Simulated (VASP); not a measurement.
Set up this calculation in VASP 6.6.1, as the native input.

| Item | Value |
| --- | --- |
| Task | single point |
| Functional | PBE |
| Potentials or basis | VASP PAW PBE potentials, release 64 (Ta_pv, N) |
| Cutoff | 520 eV |
| k mesh | 6 × 6 × 6 |
| Occupations | gaussian, width 0.1 eV |
| Spin | no spin polarisation |
| Dipole correction | no |
| Further INCAR settings | ALGO = Normal; EDIFF = 1e-07; NBANDS = 15 |

The structure of TaN lies in POSCAR:

```
TaN
1.0
    2.9513677165      0.0000000000      0.0000000000
   -1.4756838583      2.5559594184      0.0000000000
    0.0000000000      0.0000000000      2.8958612302
Ta N
1 1
Direct
    0.3333333333      0.6666666667      0.5000023800
    0.0000000000      0.0000000000     -0.0000023800
```

One way to write it, as run:

INCAR

```
SYSTEM = TaN
  ALGO = Normal
  EDIFF = 1E-7
  ENCUT = 520
  GGA = PE
  ISIF = 2
  ISMEAR = 0
  LASPH = .True.
  LCHARG = .False.
  LREAL = .False.
  LWAVE = .False.
  NBANDS = 15
  NELM = 100
  PREC = Accurate
  SIGMA = 0.1
```

KPOINTS

```
k-points
0
Gamma
  6 6 6
  0 0 0
```

Potentials or basis: VASP PAW PBE potentials, release 64 (Ta_pv, N).

Launch:

```bash
$ cat potpaw_PBE.64/Ta_pv/POTCAR potpaw_PBE.64/N/POTCAR > POTCAR
$ mpirun -np 1 vasp_std > vasp.out
```

Results of the run:

```yaml
Pressure: 0.6 GPa
Band_gap_on_the_k_mesh: zero (bands 8 and 9 overlap by 0.31 eV)
```

Caveat: the k points lie up to 0.41 Å⁻¹ apart; spin-orbit coupling is left out, which moves the levels of the heavy elements.

It took 8.3 s on 1 thread of Intel(R) Xeon(R) Platinum 8488C (Sapphire Rapids), with other jobs on the host, peak memory 0.14 GiB.
